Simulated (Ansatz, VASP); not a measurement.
**Cu in VASP and in Ansatz**

```
CELL_PARAMETERS angstrom
1.19050 -3.95985 0.00000
1.19050 3.95985 0.00000
0.00000 0.00000 2.46771
ATOMIC_POSITIONS crystal
Cu 0.13385 0.86615 0.25000
Cu 0.86615 0.13385 0.75000
```

Change from the starting cell: strain -0.0200 x Voigt [1, 0, 0, 0, 0, 0], atoms carried along.

Alike in both runs: task single point; functional PBEsol; k mesh 26 × 26 × 24; occupations gaussian, width 0.15 eV; no spin polarisation.

|  | VASP | Ansatz |
| --- | --- | --- |
| version | VASP 6.6.1 | Ansatz 0.2.0 |
| potentials or method | VASP PAW PBE potentials, release 64 (Cu), cutoff 520 eV | scalar-relativistic, plane waves, PAW |
| valence electrons in the cell | 22 | 38 |

|  | VASP | Ansatz | Ansatz less VASP |
| --- | --- | --- | --- |
| gap on the k mesh at the Fermi level (eV) | none | none | - |
| pressure (GPa) | 5.2 | 3.2 | -1.98 |
| traceless stress, the component that is largest in VASP (GPa) | 3.66 | 3.77 | +0.111 |
| rms of the force components (eV/Å) | 0.051 | 0.048 | -0.0034 |

VASP's potentials were made for PBE, not for PBEsol. Atom by atom the forces differ by 0.003 eV/Å (rms over components). A gap of «none» marks a metal or a gap that the smearing closes. VASP's potentials hold 22 valence electrons a cell and Ansatz's 38, so a difference there can come from the potentials and not from the codes.
